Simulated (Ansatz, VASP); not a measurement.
## In3SbAs2: VASP beside Ansatz

```xyz
12
Lattice="5.5417 0.0000 0.0000 0.0000 5.5456 0.0000 0.0000 0.0000 10.2203" Properties=species:S:1:pos:R:3 pbc="T T T"
In    0.0000    0.0000    6.9827
In    0.0000    0.0000    0.0055
In    0.0000    0.0000    3.2456
In    2.7708    2.7728    6.9747
In    2.7708    2.7728   10.2148
In    2.7708    2.7728    3.2376
Sb    2.7708    0.0000    5.7249
Sb    0.0000    2.7728    4.4954
As    2.7708    0.0000    9.7877
As    2.7708    0.0000    2.1210
As    0.0000    2.7728    8.0993
As    0.0000    2.7728    0.4326
```

Alike in both runs: functional PBE; k mesh 6 × 6 × 4; occupations gaussian, width 0.1 eV; no spin polarisation.

Ansatz relaxed the structure, and its values are those at the end. VASP's run is a single point on that final structure, the one shown.

```csv
,VASP,Ansatz
version,VASP 6.6.1,Ansatz 0.2.0
potentials or method,"VASP PAW PBE potentials, release 64 (In_d, Sb, As), cutoff 520 eV","scalar-relativistic, plane waves, PAW"
valence electrons in the cell,108,168
```

|  | VASP | Ansatz | Ansatz less VASP |
| --- | --- | --- | --- |
| gap on the k mesh at the Fermi level (eV) | none | none | - |
| pressure (GPa) | 0.0 | 0.0 | -0.03 |
| rms of the force components (eV/Å) | 0.011 | 0.002 | -0.0087 |

A gap of «none» marks a metal or a gap that the smearing closes. The functional is the same, so the differences come from potentials, cutoffs and numerics. VASP's potentials hold 108 valence electrons a cell and Ansatz's 168, so a difference there can come from the potentials and not from the codes.

Neither program's run includes spin-orbit coupling.
